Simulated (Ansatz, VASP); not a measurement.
## Nb: VASP beside Ansatz

POSCAR

```
Nb
1.0
   -1.5835564103      1.5835564103      1.5835564103
    1.5835564103     -1.5835564103      1.5835564103
    1.5835564103      1.5835564103     -1.5835564103
Nb
1
Direct
    0.0000000000      0.0000000000      0.0000000000
```

The input INCAR.step1:

```
PREC     = Accurate       # precision mode
ENCUT    = 520            # plane-wave cutoff, eV
ISMEAR   = -1             # smearing method
SIGMA    = 0.1            # smearing width, eV
LREAL    = F              # projectors in reciprocal space
LASPH    = T              # aspherical terms in the spheres
NELM     = 60             # most SCF steps
NBANDS   = 12             # bands
GGA      = PE             # functional
ALGO     = Normal         # electronic algorithm
EDIFF    = 1E-4           # SCF threshold, eV
LWAVE    = T              # write WAVECAR
LCHARG   = F              # write CHGCAR
```

Contents of INCAR.step2:

```
PREC     = Accurate       # precision mode
ENCUT    = 520            # plane-wave cutoff, eV
EDIFF    = 1E-6           # SCF threshold, eV
ISMEAR   = -1             # smearing method
SIGMA    = 0.1            # smearing width, eV
LREAL    = F              # projectors in reciprocal space
LASPH    = T              # aspherical terms in the spheres
NELM     = 60             # most SCF steps
ALGO     = Normal         # electronic algorithm
ISIF     = 2              # what is computed and relaxed
LWAVE    = F              # write WAVECAR
LCHARG   = T              # write CHGCAR
METAGGA  = R2SCAN         # meta-GGA
LMIXTAU  = T            
LELF     = T              # ELF
LVHAR    = T            
NBANDS   = 12             # bands
ISTART   = 1
```

File KPOINTS:

```
regular mesh
0
Gamma
  18 18 18
```

Input for Ansatz:

```yaml
crystal:
  lattice:
    - [-1.5835564103, 1.5835564103, 1.5835564103]
    - [1.5835564103, -1.5835564103, 1.5835564103]
    - [1.5835564103, 1.5835564103, -1.5835564103]
  atoms:
    - { symbol: Nb, position: [0.0, 0.0, 0.0] }
kpoints:
  mp_grid: { grid: [18, 18, 18] }
scf:
  occupations: { method: fermi_dirac, width: 0.1 }
hamiltonian:
  xc: r2scan
  pseudopotentials: { kind: paw }
output:
  forces: true
  stress: true
  eigenvalues: true
  populations: true
```

Change from the starting cell: volume scaled by 0.88, PAW files.

Alike in both runs: task single point; functional r2SCAN; k mesh 18 × 18 × 18; occupations fermi-dirac, width 0.1 eV; no spin polarisation.

|  | VASP | Ansatz |
| --- | --- | --- |
| version | VASP 6.6.1 | Ansatz 0.2.0 |
| potentials or method | VASP PAW PBE potentials, release 64 (Nb_sv) | PAW with Ansatz's default frozen-core files, scalar-relativistic |
| plane-wave cutoff (eV) | 520 | 500 |
| valence electrons in the cell | 13 | 13 |

|  | VASP | Ansatz | Ansatz less VASP |
| --- | --- | --- | --- |
| pressure (GPa) | 27.5 | 27.7 | +0.19 |

VASP's potentials were made for PBE, not for r2SCAN.
